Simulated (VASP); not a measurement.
# W2C3 (Pm-3m) in VASP: further runs

W2C3 is run at these levels: PBE; tasks: single point, relaxation of cell and atoms.

Everything below comes from runs of VASP 6.6.1. Logs are shortened: lines on timing, memory, paths and dates and some standing lists are left out, and cuts for length are marked.

### Step 1. The cell of the first run

Symmetry: Pm-3m, No. 221, cubic system. The conventional cell has a = 3.970 Å, b = 3.970 Å, c = 3.970 Å, α = 90.00°, β = 90.00°, γ = 90.00°. Within 3.7 Å of W (site symmetry m-3m) lie 12 C at 2.81 Å and 8 W at 3.44 Å. W (site symmetry m-3m) has 6 C at 1.99 Å within 2.6 Å. C (site symmetry 4/mmm) has 2 W at 1.99 Å within 2.6 Å.

The cell was built from a structure type or drawn by symmetry, and may not be a known phase.

### Step 2. Single point, PBE

File INCAR:

```
PREC = Accurate
ENCUT = 520
EDIFF = 1E-6
ISMEAR = 0
SIGMA = 0.2
LREAL = F
LASPH = T
NELM = 100
ALGO = Normal
ISIF = 2
LWAVE = F
LCHARG = F
GGA = PE
NBANDS = 28
```

File KPOINTS:

```
regular mesh
0
Gamma
  4 4 4
```

File POSCAR:

```
W2C3
1.0
    3.9701859094      0.0000000000      0.0000000000
    0.0000000000      3.9701859094      0.0000000000
    0.0000000000      0.0000000000      3.9701859094
W C
2 3
Direct
    0.0000000000      0.0000000000      0.0000000000
    0.5000000000      0.5000000000      0.5000000000
    0.0000000000      0.5000000000      0.5000000000
    0.5000000000      0.0000000000      0.5000000000
    0.5000000000      0.5000000000      0.0000000000
```

Potentials or basis: VASP PAW PBE potentials, release 64 (W_sv, C).

Started as:

```
> cat potpaw_PBE.64/W_sv/POTCAR potpaw_PBE.64/C/POTCAR > POTCAR
> mpirun -np 1 vasp_std > vasp.out
```

OUTCAR:

```text
PREC = Accurate
   ENCUT = 520
   EDIFF = 1E-6
   ISMEAR = 0
   LREAL = F
   LASPH = T
   NELM = 100
   ISIF = 2
   GGA = PE

 ion  position               nearest neighbor table
   1  0.000  0.000  0.000-   2 3.44   2 3.44   2 3.44   2 3.44   2 3.44   2 3.44   2 3.44   2 3.44

   2  0.500  0.500  0.500-   3 1.99   4 1.99   5 1.99   5 1.99   4 1.99   3 1.99   1 3.44   1 3.44
                             1 3.44   1 3.44   1 3.44   1 3.44   1 3.44   1 3.44
   3  0.000  0.500  0.500-   2 1.99   2 1.99
   4  0.500  0.000  0.500-   2 1.99   2 1.99
   5  0.500  0.500  0.000-   2 1.99   2 1.99

  LATTYP: Found a simple cubic cell.
 ALAT       =     3.9701859094

  Lattice vectors:

 A1 = (   3.9701859094,   0.0000000000,   0.0000000000)
 A2 = (   0.0000000000,   3.9701859094,   0.0000000000)
 A3 = (   0.0000000000,   0.0000000000,   3.9701859094)

Analysis of symmetry for initial positions (statically):
=====================================================================
 Subroutine PRICEL returns:
 Original cell was already a primitive cell.

 Routine SETGRP: Setting up the symmetry group for a
 simple cubic supercell.

 Subroutine GETGRP returns: Found 48 space group operations
 (whereof 48 operations were pure point group operations)
 out of a pool of 48 trial point group operations.

The static configuration has the point symmetry O_h .

Analysis of symmetry for dynamics (positions and initial velocities):
=====================================================================
 Subroutine PRICEL returns:
 Original cell was already a primitive cell.

 Routine SETGRP: Setting up the symmetry group for a
 simple cubic supercell.

 Subroutine GETGRP returns: Found 48 space group operations
 (whereof 48 operations were pure point group operations)
 out of a pool of 48 trial point group operations.

The dynamic configuration has the point symmetry O_h .

 Subroutine INISYM returns: Found 48 space group operations
 (whereof 48 operations are pure point group operations),
 and found     1 'primitive' translations

----------------------------------------------------------------------------------------

                                     Primitive cell

  volume of cell :      62.5796

[... 76 lines left out ...]
   LASPH  =      T    aspherical Exc in radial PAW
   ENCUT  =  520.0 eV  38.22 Ry    6.18 a.u.   7.38  7.38  7.38*2*pi/ulx,y,z
   NELM   =    100;   NELMIN=  2; NELMDL= -5     # of ELM steps
   EDIFF  = 0.1E-05   stopping-criterion for ELM
   LREAL  =      F    real-space projection
   EDIFFG = 0.1E-04   stopping-criterion for IOM
   NSW    =      0    number of steps for IOM
   IBRION =     -1    ionic relax: 0-MD 1-quasi-New 2-CG
   NFREE  =      0    steps in history (QN), initial steepest desc. (CG)
   ISIF   =      2    stress and relaxation
   ISYM   =      2    0-nonsym 1-usesym 2-fastsym
   POTIM  = 0.5000    time-step for ionic-motion
   TEBEG  =    0.0;   TEEND  =   0.0 temperature during run
   PSTRESS=    0.0 pullay stress
   NELECT =      40.0000    total number of electrons
   NUPDOWN=      -1.0000    fix difference up-down
   EMIN   =  10.00;   EMAX   =-10.00  energy-range for DOS
   EFERMI =   0.00;   METHOD = LEGACY
   ISMEAR =     0;   SIGMA  =   0.20  broadening in eV -4-tet -1-fermi 0-gaus
   EFERMI_NEDOS =   21; number of points for ismear=-14 and -15
   IALGO  =     38    algorithm
   IMIX   =      4    mixing-type and parameters
     AMIX     =   0.40;   BMIX     =  1.00
     AMIX_MAG =   1.60;   BMIX_MAG =  1.00
  volume/ion in A,a.u.               =      12.52        84.46
  Fermi-wavevector in a.u.,A,eV,Ry     =   1.410211  2.664912 27.057825  1.988694
  Thomas-Fermi vector in A             =   2.532188
   LORBIT       =      0    0 simple, 1 ext, 2 COOP (PROOUT), +10 PAW based schemes
   GGA     = PE    functional components
   LHFCALC =     F    Hartree Fock is set to
   AEXX    =    0.0000 exact exchange contribution
   IVDW    =     0    specifies the selected vdW correction
   LEPSILON=     F    determine dielectric tensor
   LRPA    =     F    only Hartree local field effects (RPA)
 non-spin polarized calculation
 Gauss-broadening in eV      SIGMA  =   0.20
  energy-cutoff  :      520.00
  volume of cell :       62.58
 maximum number of plane-waves:      1743
 NGX is ok and might be reduce to    30
   NGX = 15   NGY = 15   NGZ = 15

 number of electron      39.9999992 magnetization

 Free energy of the ion-electron system (eV)
  ---------------------------------------------------
  ext. energy  EPLUGINS =         0.00000000
  ---------------------------------------------------
  free energy    TOTEN  =       -42.31883703 eV

  energy without entropy =      -42.22259765  energy(sigma->0) =      -42.27071734

 E-fermi :   7.5703     XC(G=0): -12.1389

 val. band max:        7.4945425680   @ k =   0.5000   0.5000   0.0000
 cond. band min:       7.5860467702   @ k =   0.0000   0.0000   0.0000
 fundamental gap:      0.0915042023
 Fermi energy:         7.5702887874

 k-point     1 :       0.0000    0.0000    0.0000
  band No.  band energies     occupation
      1     -67.7550      2.00000
      2     -66.1878      2.00000
      3     -31.8017      2.00000
      4     -31.8017      2.00000
      5     -31.8017      2.00000
      6     -30.6189      2.00000
[... 299 lines left out ...]
     27      12.3969      0.00000
     28      12.3969      0.00000

------------------------ aborting loop because EDIFF is reached ----------------------------------------

  FORCE on cell =-STRESS in cart. coord.  units (eV):
  Direction    XX          YY          ZZ          XY          YZ          ZX
  --------------------------------------------------------------------------------------
  -------------------------------------------------------------------------------------
  Total        0.0851473      0.0851473      0.0851473     -0.0000000     -0.0000000      0.0000000
  in kB        2.1799629      2.1799629      2.1799629     -0.0000000     -0.0000000      0.0000000
  external PRESSURE =       2.1799629 kB  Pullay stress =       0.0000000 kB

 VOLUME and BASIS-vectors are now :
 -----------------------------------------------------------------------------
  energy-cutoff  :      520.00
  volume of cell :       62.58
      direct lattice vectors                 reciprocal lattice vectors
     3.970185909  0.000000000  0.000000000     0.251877374  0.000000000  0.000000000
     0.000000000  3.970185909  0.000000000     0.000000000  0.251877374  0.000000000
     0.000000000  0.000000000  3.970185909     0.000000000  0.000000000  0.251877374

 POSITION                                       TOTAL-FORCE (eV/Angst)
 -----------------------------------------------------------------------------------
      0.00000      0.00000      0.00000         0.000000      0.000000      0.000000
      1.98509      1.98509      1.98509         0.000000      0.000000      0.000000
      0.00000      1.98509      1.98509         0.000000      0.000000      0.000000
      1.98509      0.00000      1.98509         0.000000      0.000000      0.000000
      1.98509      1.98509      0.00000         0.000000      0.000000      0.000000
 -----------------------------------------------------------------------------------
    total drift:                                0.000000      0.000000     -0.000000

  FREE ENERGIE OF THE ION-ELECTRON SYSTEM (eV)
  ---------------------------------------------------
  free  energy   TOTEN  =       -42.3188370348 eV

  energy  without entropy=      -42.2225976501  energy(sigma->0) =      -42.27071734
```

It took 46 s on 1 thread of AMD EPYC 7R13, shared host; peak memory 0.14 GiB.

Results:

- Free energy: -42.3188 eV
- Pressure: 0.2 GPa
- Band gap on the k mesh: zero (bands 20 and 21 overlap by 0.61 eV)

Levels at points of the mesh, in eV from the Fermi level:
```csv
k point,band 17,band 18,band 19,band 20,band 21,band 22,band 23,band 24
"(0.00, 0.00, 0.00)",-1.47,-0.89,-0.89,0.02,0.02,0.02,1.26,1.26
"(0.50, 0.00, 0.00)",-3.36,-2.62,-0.29,-0.22,0.39,0.85,0.85,2.99
"(0.50, 0.50, 0.00)",-1.31,-1.31,-0.20,-0.19,-0.08,0.74,1.54,1.54
"(0.50, 0.50, 0.50)",-5.33,0.43,0.43,0.49,0.69,0.69,0.69,2.26
```

Caveat: the k points lie up to 0.40 Å⁻¹ apart, too coarse for converged energies and pressures of a metal; spin-orbit coupling is left out, which moves the levels of the heavy elements.

### Step 3. Relaxation of cell and atoms, PBE

This run uses another cell than the first one, of 14.77 Å³/atom.

File INCAR:

```
PREC     = Accurate       # precision mode
ENCUT    = 600            # plane-wave cutoff, eV
EDIFF    = 1E-6           # SCF threshold, eV
ISMEAR   = 0              # smearing method
SIGMA    = 0.2            # smearing width, eV
LREAL    = F              # projectors in reciprocal space
LASPH    = T              # aspherical terms in the spheres
NELM     = 100            # most SCF steps
ALGO     = Normal         # electronic algorithm
ISIF     = 3              # what is computed and relaxed
LWAVE    = F              # write WAVECAR
LCHARG   = F              # write CHGCAR
GGA      = PE             # functional
IBRION   = 2              # ionic algorithm
NSW      = 36             # ionic steps
EDIFFG   = -0.08          # ionic threshold
```

File KPOINTS:

```
Automatic mesh
0
Gamma
  4 4 4
```

POSCAR, as its differences from that of step 2:

```diff
@@ -2,5 +2,5 @@
 1.0
-    3.9701859094      0.0000000000      0.0000000000
-    0.0000000000      3.9701859094      0.0000000000
-    0.0000000000      0.0000000000      3.9701859094
+    4.1956179100      0.0000000000      0.0000000000
+    0.0000000000      4.1956179100      0.0000000000
+    0.0000000000      0.0000000000      4.1956179100
 W C
```

Potentials or basis: VASP PAW PBE potentials, release 64 (W_sv, C).

Started as:

```
> cat potpaw_PBE.64/W_sv/POTCAR potpaw_PBE.64/C/POTCAR > POTCAR
> mpirun -np 1 vasp_std > vasp.out
```

OUTCAR:

```text
PREC = Accurate
   ENCUT = 600
   EDIFF = 1E-6
   ISMEAR = 0
   LREAL = F
   LASPH = T
   NELM = 100
   ISIF = 3
   GGA = PE
   IBRION = 2
   NSW = 36
   EDIFFG = -0.08

 ion  position               nearest neighbor table
   1  0.000  0.000  0.000-
   2  0.500  0.500  0.500-   3 2.10   4 2.10   5 2.10   5 2.10   4 2.10   3 2.10
   3  0.000  0.500  0.500-   2 2.10   2 2.10
   4  0.500  0.000  0.500-   2 2.10   2 2.10
   5  0.500  0.500  0.000-   2 2.10   2 2.10

  LATTYP: Found a simple cubic cell.
 ALAT       =     4.1956179100

  Lattice vectors:

 A1 = (   4.1956179100,   0.0000000000,   0.0000000000)
 A2 = (   0.0000000000,   4.1956179100,   0.0000000000)
 A3 = (   0.0000000000,   0.0000000000,   4.1956179100)

Analysis of symmetry for initial positions (statically):
=====================================================================
 Subroutine PRICEL returns:
 Original cell was already a primitive cell.

 Routine SETGRP: Setting up the symmetry group for a
 simple cubic supercell.

 Subroutine GETGRP returns: Found 48 space group operations
 (whereof 48 operations were pure point group operations)
 out of a pool of 48 trial point group operations.

[... 156 lines left out ...]

------------------------ aborting loop because EDIFF is reached ----------------------------------------

  FORCE on cell =-STRESS in cart. coord.  units (eV):
  Direction    XX          YY          ZZ          XY          YZ          ZX
  --------------------------------------------------------------------------------------
  -------------------------------------------------------------------------------------
  Total      -11.4123924    -11.4123924    -11.4123924      0.0000000      0.0000000     -0.0000000
  in kB     -247.5708385   -247.5708385   -247.5708385      0.0000000      0.0000000     -0.0000000
  external PRESSURE =    -247.5708385 kB  Pullay stress =       0.0000000 kB
[... 26 lines left out ...]
--------------------------------------- Ionic step        2  -------------------------------------------

 number of electron      39.9999998 magnetization

 E-fermi :  10.0868     XC(G=0): -13.1039

 val. band max:        9.9942852911   @ k =   0.5000   0.5000   0.2500
 cond. band min:      10.1063631646   @ k =   0.2500   0.0000   0.0000
 fundamental gap:      0.1120778735
 Fermi energy:        10.0868058985

 k-point     1 :       0.0000    0.0000    0.0000
  band No.  band energies     occupation
      1     -65.3488      2.00000
      2     -63.5257      2.00000
      3     -29.4338      2.00000
      4     -29.4338      2.00000
      5     -29.4338      2.00000
      6     -28.2788      2.00000
[... 336 lines left out ...]
--------------------------------------- Ionic step        4  -------------------------------------------

 number of electron      40.0000003 magnetization

 Free energy of the ion-electron system (eV)
  ---------------------------------------------------
  ext. energy  EPLUGINS =         0.00000000
  ---------------------------------------------------
  free energy    TOTEN  =       -42.33042191 eV

  energy without entropy =      -42.23419548  energy(sigma->0) =      -42.28230869

 E-fermi :   7.5516     XC(G=0): -12.1312

 val. band max:        7.4768598092   @ k =   0.5000   0.5000   0.0000
 cond. band min:       7.5701070959   @ k =   0.0000   0.0000   0.0000
 fundamental gap:      0.0932472867
 Fermi energy:         7.5515874881

 k-point     1 :       0.0000    0.0000    0.0000
  band No.  band energies     occupation
      1     -67.7726      2.00000
      2     -66.2101      2.00000
      3     -31.8193      2.00000
      4     -31.8193      2.00000
      5     -31.8193      2.00000
      6     -30.6388      2.00000
[... 291 lines left out ...]
  FREE ENERGIE OF THE ION-ELECTRON SYSTEM (eV)
  ---------------------------------------------------
  free  energy   TOTEN  =       -42.3304219056 eV

  energy  without entropy=      -42.2341954804  energy(sigma->0) =      -42.28230869

 reached required accuracy - stopping structural energy minimisation
```

OSZICAR:

```text
N       E                     dE             d eps       ncg     rms          rms(c)
DAV:   1     0.369702126985E+03    0.36970E+03   -0.23999E+04   496   0.191E+03
DAV:   2    -0.300810819902E+02   -0.39978E+03   -0.39539E+03   544   0.491E+02
DAV:   3    -0.541264813074E+02   -0.24045E+02   -0.23901E+02   640   0.102E+02
[... 49 lines left out ...]
DAV:   4    -0.423305100851E+02    0.14034E-02   -0.65254E-03   640   0.391E-01    0.704E-02
DAV:   5    -0.423304160745E+02    0.94011E-04   -0.47022E-04   512   0.178E-01    0.741E-02
DAV:   6    -0.423304239879E+02   -0.79134E-05   -0.82903E-05   592   0.628E-02    0.160E-02
DAV:   7    -0.423304224871E+02    0.15008E-05   -0.80692E-06   536   0.189E-02    0.575E-03
DAV:   8    -0.423304219056E+02    0.58146E-06   -0.11233E-06   240   0.820E-03
   4 F= -.42330422E+02 E0= -.42282309E+02  d E =-.995003E+00
```

Run time: 3.9 min. Hardware: 1 thread of AMD EPYC 7R13, shared host; peak memory 0.19 GiB.

Results:

| Item | Value |
| --- | --- |
| Free energy | -42.3304 eV |
| Relaxed volume | 12.53 Å³/atom |
| Relaxed cell | a = 3.972 Å, b = 3.972 Å, c = 3.972 Å, α = 90.00°, β = 90.00°, γ = 90.00° |
| Space group after relaxing (to 0.1 Å) | Pm-3m (No. 221) |
| Energy gained by relaxing | 199.0 meV/atom |
| Ionic steps | 4 |
| Pressure after relaxing | -0.2 GPa |
| Band gap on the k mesh | zero (bands 20 and 21 overlap by 0.61 eV) |

The path:
```tsv
step	energy change (eV)	largest force (eV/Å)	pressure (GPa)	volume (Å³)
1	0.0000	0.0000	-24.76	73.86
2	0.5332	0.0000	54.09	52.05
3	-0.9936	0.0000	-1.24	62.99
4	-0.9950	0.0000	-0.22	62.67
```

Final structure:
```
CELL_PARAMETERS angstrom
3.97216 0.00000 0.00000
0.00000 3.97216 0.00000
0.00000 0.00000 3.97216
ATOMIC_POSITIONS crystal
W 0.00000 0.00000 0.00000
W 0.50000 0.50000 0.50000
C 0.00000 0.50000 0.50000
C 0.50000 0.00000 0.50000
C 0.50000 0.50000 0.00000
```

Caveat: the k points lie up to 0.40 Å⁻¹ apart in the final cell, too coarse for converged energies and pressures of a metal; the volume moved by over 15 % at a fixed basis, so the end points are rough; spin-orbit coupling is left out, which moves the levels of the heavy elements.
